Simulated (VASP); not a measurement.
Mg3Sb2:

```xyz
5
Lattice="4.5952 0.0000 0.0000 -2.2976 3.9796 0.0000 0.0000 0.0000 7.2730" Properties=species:S:1:pos:R:3 pbc="T T T"
Mg    0.0000    2.6531    4.5981
Mg    2.2976    1.3265    2.6749
Mg    0.0000    0.0000    0.0000
Sb    0.0000    2.6531    1.6417
Sb    2.2976    1.3265    5.6314
```

```yaml
Program: VASP 6.6.1
Task: relaxation of cell and atoms
Functional: PBEsol
Potentials_or_basis: VASP PAW PBE potentials, release 64 (Mg, Sb)
Cutoff: 600 eV
k_mesh: 9 × 9 × 6
Occupations: gaussian, width 0.01 eV
Spin: no spin polarisation
```

At the start: pressure -1.3 GPa; volume 26.60 Å³/atom.

Task: Where does the relaxation end?

Result: Over 6 steps the energy falls by 3.2 meV/atom and the volume is 25.82 Å³/atom (-2.9 %); space group P-3m1 (No. 164, to 0.05 Å).

The path:
| step | energy change (eV) | largest force (eV/Å) | pressure (GPa) | volume (Å³) |
| --- | --- | --- | --- | --- |
| 1 | 0.0000 | 0.0139 | -1.26 | 133.00 |
| 2 | -0.0149 | 0.0785 | 0.11 | 129.02 |
| 3 | -0.0150 | 0.0735 | 0.00 | 129.30 |
| 4 | -0.0155 | 0.0536 | 0.00 | 129.24 |
| 5 | -0.0160 | 0.0114 | 0.00 | 129.12 |
| 6 | -0.0160 | 0.0020 | 0.00 | 129.08 |

Final structure:
```
CELL_PARAMETERS angstrom
4.55393 0.00000 0.00000
-2.27696 3.94382 0.00000
0.00000 0.00000 7.18740
ATOMIC_POSITIONS crystal
Mg 0.33333 0.66667 0.63244
Mg 0.66667 0.33333 0.36756
Mg 0.00000 0.00000 0.00000
Sb 0.33333 0.66667 0.22385
Sb 0.66667 0.33333 0.77615
```

Caveat: the PAW data sets were made with another functional, which shifts forces and pressure a little.
